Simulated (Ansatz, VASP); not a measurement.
One calculation of Si7Ge, two programs

```
CELL_PARAMETERS angstrom
5.46797 0.00000 0.00000
0.00000 5.46797 0.00000
0.00000 0.00000 5.33127
ATOMIC_POSITIONS crystal
Si 0.25243 0.25243 0.25243
Si 0.00000 0.50000 0.50000
Si 0.50000 0.50000 0.00000
Si 0.50000 0.00000 0.50000
Si 0.74757 0.25243 0.74757
Si 0.74757 0.74757 0.25243
Si 0.25243 0.74757 0.74757
Ge 0.00000 0.00000 0.00000
```

Change from the starting cell: strain +0.000 along x and y, -0.025 along z, atoms carried along.

Alike in both runs: task single point; functional r2SCAN; k mesh 6 × 6 × 6; occupations gaussian, width 0.05 eV; no spin polarisation.

|  | VASP | Ansatz |
| --- | --- | --- |
| version | VASP 6.6.1 | Ansatz 0.2.0 |
| potentials or method | VASP PAW PBE potentials, release 64 (Si, Ge_d), cutoff 520 eV | scalar-relativistic, plane waves, PAW |
| valence electrons in the cell | 42 | 42 |

|  | VASP | Ansatz | Ansatz less VASP |
| --- | --- | --- | --- |
| gap on the k mesh at the Fermi level (eV) | 0.40 | 0.39 | -0.011 |
| least direct gap on the mesh (eV) | 0.40 | 0.39 | -0.011 |
| pressure (GPa) | 2.3 | 2.5 | +0.20 |
| traceless stress, the component that is largest in VASP (GPa) | 1.70 | 1.69 | -0.013 |
| rms of the force components (eV/Å) | 0.008 | 0.004 | -0.0046 |

VASP's potentials were made for PBE, not for r2SCAN. Atom by atom the forces differ by 0.007 eV/Å (rms over components). With one functional, cell and mesh, what is left measures potentials, basis and numerics.
